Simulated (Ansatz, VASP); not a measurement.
# Two plane-wave programs on Zn3GeN

```
CELL_PARAMETERS angstrom
3.67154 0.00000 0.00000
0.00000 3.67154 0.00000
0.00000 0.00000 5.86530
ATOMIC_POSITIONS crystal
Zn 0.00000 0.50000 0.49571
Zn 0.50000 0.50000 0.98551
Zn 0.50000 0.00000 0.49571
Ge 0.00000 0.00000 0.14577
N 0.50000 0.50000 0.64990
```

Change from the starting cell: species swapped into the PrBPt3 type (P4mm, No. 99).

Alike in both runs: functional PBE; k mesh 4 × 4 × 4; occupations gaussian, width 0.1 eV; no spin polarisation.

Ansatz relaxed the structure, and its values are those at the end. VASP's run is a single point on that final structure, the one shown.

|  | VASP | Ansatz |
| --- | --- | --- |
| version | VASP 6.6.1 | Ansatz 0.2.0 |
| potentials or method | VASP PAW PBE potentials, release 64 (Zn, Ge_d, N), cutoff 520 eV | scalar-relativistic, plane waves, PAW |
| valence electrons in the cell | 55 | 55 |

```tsv
	VASP	Ansatz	Ansatz less VASP
gap on the k mesh at the Fermi level (eV)	none	none	-
pressure (GPa)	0.3	0.0	-0.36
rms of the force components (eV/Å)	0.025	0.010	-0.0155
```

A gap of «none» marks a metal or a gap that the smearing closes. With one functional, cell and mesh, what is left measures potentials, basis and numerics.

The k mesh is coarse, so the values compare programs but aren't converged.
